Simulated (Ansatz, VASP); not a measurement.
# LiH in VASP and in Ansatz

File POSCAR:

```
LiH
1.0
    0.0000000000      2.0230801250      2.0230801250
    2.0230801250      0.0000000000      2.0230801250
    2.0230801250      2.0230801250      0.0000000000
Li H
1 1
Direct
    0.0000000000      0.0000000000      0.0000000000
    0.5000000000      0.5000000000      0.5000000000
```

The input INCAR.step1:

```
  PREC = Accurate
  ENCUT = 520
  ISMEAR = -1
  SIGMA = 0.05
  LREAL = False
  LASPH = True
  NELM = 100
  NBANDS = 9
  GGA = PE
  ALGO = Normal
  EDIFF = 1E-4
  LWAVE = True
  LCHARG = False
```

File INCAR.step2:

```
  PREC = Accurate
  ENCUT = 520
  EDIFF = 1E-6
  ISMEAR = -1
  SIGMA = 0.05
  LREAL = False
  LASPH = True
  NELM = 100
  ALGO = Normal
  ISIF = 2
  LWAVE = False
  LCHARG = False
  METAGGA = R2SCAN
  LMIXTAU = True
  NBANDS = 9
  ISTART = 1
```

File KPOINTS:

```
Automatic mesh
0
Gamma
  11 11 11
```

The input input.yaml:

```yaml
crystal:
  lattice:
    - [0.0, 2.023080125, 2.023080125]
    - [2.023080125, 0.0, 2.023080125]
    - [2.023080125, 2.023080125, 0.0]
  atoms:
    - { symbol: Li, position: [0.0, 0.0, 0.0] }
    - { symbol: H, position: [0.5, 0.5, 0.5] }
hamiltonian:
  xc: r2scan
  pseudopotentials: { kind: paw }
kpoints:
  mp_grid: { grid: [11, 11, 11] }
scf:
  occupations: { method: fermi_dirac, width: 0.05 }
output:
  forces: true
  stress: true
  eigenvalues: true
```

Alike in both runs: task single point; functional r2SCAN; k mesh 11 × 11 × 11; occupations fermi-dirac, width 0.05 eV; no spin polarisation.

```csv
,VASP,Ansatz
version,VASP 6.6.1,Ansatz 0.2.0
potentials or method,"VASP PAW PBE potentials, release 64 (Li_sv, H)",Ansatz PAW
plane-wave cutoff (eV),520,500
valence electrons in the cell,4,4
```

Ansatz gave:

* gap on the k mesh at the Fermi level (eV): 3.84
* least direct gap on the mesh (eV): 3.84

Estimate VASP's values.

gap on the k mesh at the Fermi level (eV): 3.80; least direct gap on the mesh (eV): 3.80.

VASP's potentials were made for PBE, not for r2SCAN.

Noted on VASP's run: the cutoff is short for stress, so the pressure is rough. Noted on Ansatz's run: odd divisions of the mesh miss points on the zone boundary, where band edges often lie, so the gap on the mesh can be too wide.
